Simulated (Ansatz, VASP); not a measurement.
# Two plane-wave programs on AlN

```
CELL_PARAMETERS angstrom
3.08874 0.00000 0.00000
-1.54437 2.67493 0.00000
0.00000 0.00000 4.94377
ATOMIC_POSITIONS crystal
Al 0.31898 0.66024 0.00152
Al 0.68102 0.33976 0.50152
N 0.34614 0.67240 0.38348
N 0.65386 0.32760 0.88348
```

Change from the starting cell: mode 4 frozen in at -0.034 Å and mode 5 at -0.017 Å (largest displacements).

Alike in both runs: task single point; functional LDA; k mesh 9 × 9 × 6; occupations gaussian, width 0.05 eV; no spin polarisation.

|  | VASP | Ansatz |
| --- | --- | --- |
| version | VASP 6.6.1 | Ansatz 0.2.0 |
| potentials or method | VASP PAW LDA potentials, release 64 (Al, N), cutoff 520 eV | scalar-relativistic, plane waves, PAW |
| valence electrons in the cell | 16 | 16 |

Ansatz gave:

| Item | Value |
| --- | --- |
| gap on the k mesh at the Fermi level (eV) | 4.40 |
| least direct gap on the mesh (eV) | 4.40 |
| pressure (GPa) | 0.0 |
| traceless stress, the component that is largest in VASP (GPa) | -0.17 |
| rms of the force components (eV/Å) | 0.101 |

**Question.** Estimate VASP's values.

**Answer.** gap on the k mesh at the Fermi level (eV): 4.40; least direct gap on the mesh (eV): 4.40; pressure (GPa): 0.6; traceless stress, the component that is largest in VASP (GPa): -0.16; rms of the force components (eV/Å): 0.101.

LDA's correlation is that of Perdew and Zunger in VASP and of Perdew and Wang (1992) in Ansatz. Atom by atom the forces differ by 0.001 eV/Å (rms over components).
